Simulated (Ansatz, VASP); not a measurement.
**B3As5: VASP beside Ansatz**

```
CELL_PARAMETERS angstrom
3.63759 2.10016 2.85879
-3.63759 2.10016 2.85879
0.00000 -4.20032 2.85879
ATOMIC_POSITIONS crystal
B 0.51395 0.00946 0.51395
B 0.51395 0.51395 0.00946
B 0.00946 0.51395 0.51395
As 0.02680 0.02680 0.02680
As 0.29057 0.72218 0.29057
As 0.72218 0.29057 0.29057
As 0.29057 0.29057 0.72218
As 0.74252 0.74252 0.74252
```

Alike in both runs: functional PBE; k mesh 3 × 3 × 3; occupations gaussian, width 0.2 eV; no spin polarisation.

Ansatz relaxed the structure, and its values are those at the end. VASP's run is a single point on that final structure, the one shown.

|  | VASP | Ansatz |
| --- | --- | --- |
| version | VASP 6.6.1 | Ansatz 0.2.0 |
| potentials or method | VASP PAW PBE potentials, release 64 (B, As), cutoff 500 eV | scalar-relativistic, plane waves, PAW |
| valence electrons in the cell | 34 | 84 |

|  | VASP | Ansatz | Ansatz less VASP |
| --- | --- | --- | --- |
| gap on the k mesh at the Fermi level (eV) | none | none | - |
| pressure (GPa) | 0.7 | 0.2 | -0.42 |
| rms of the force components (eV/Å) | 0.028 | 0.021 | -0.0069 |

A gap of «none» marks a metal or a gap that the smearing closes. VASP's potentials hold 34 valence electrons a cell and Ansatz's 84, so a difference there can come from the potentials and not from the codes.

The k mesh is coarse, so the values compare programs but aren't converged.
